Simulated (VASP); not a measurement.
A run of VASP 6.6.1:

INCAR

```
SYSTEM = Al
PREC = Accurate ; ENCUT = 520
EDIFF = 1E-6 ; ISMEAR = 0
SIGMA = 0.15 ; LREAL = .False.
LASPH = .True. ; NELM = 80
ALGO = Normal ; ISIF = 2
LWAVE = .False. ; LCHARG = .True.
GGA = PE ; IVDW = 12
LELF = .True. ; LVHAR = .True.
NBANDS = 14
```

File KPOINTS:

```
regular mesh
0
Gamma
  18 18 4
  0 0 0
```

POSCAR

```
Al
1.0
    2.8144222649      0.0000000000      0.0000000000
   -1.4072111325      2.4373611784      0.0000000000
    0.0000000000      0.0000000000      7.6442000000
Al
4
Direct
    0.0000000000      0.0000000000      0.0000000000
    0.3333333333      0.6666666667      0.2500000000
    0.0000000000      0.0000000000      0.5000000000
    0.6666666667      0.3333333333      0.7500000000
```

Potentials or basis: VASP PAW PBE potentials, release 64 (Al).

The run is started by

```sh
$ cat potpaw_PBE.64/Al/POTCAR > POTCAR
$ mpirun -np 1 vasp_std > vasp.out
```

Hardware: 1 thread of Intel(R) Xeon(R) 6975P-C (Granite Rapids) (shared host).

Question: How long does it take, and how much memory?

Answer: Run time: 20 s on 1 thread of Intel(R) Xeon(R) 6975P-C (Granite Rapids), with other jobs on the host, peak memory 0.21 GiB. Counts: scf iterations 10, k points 111.
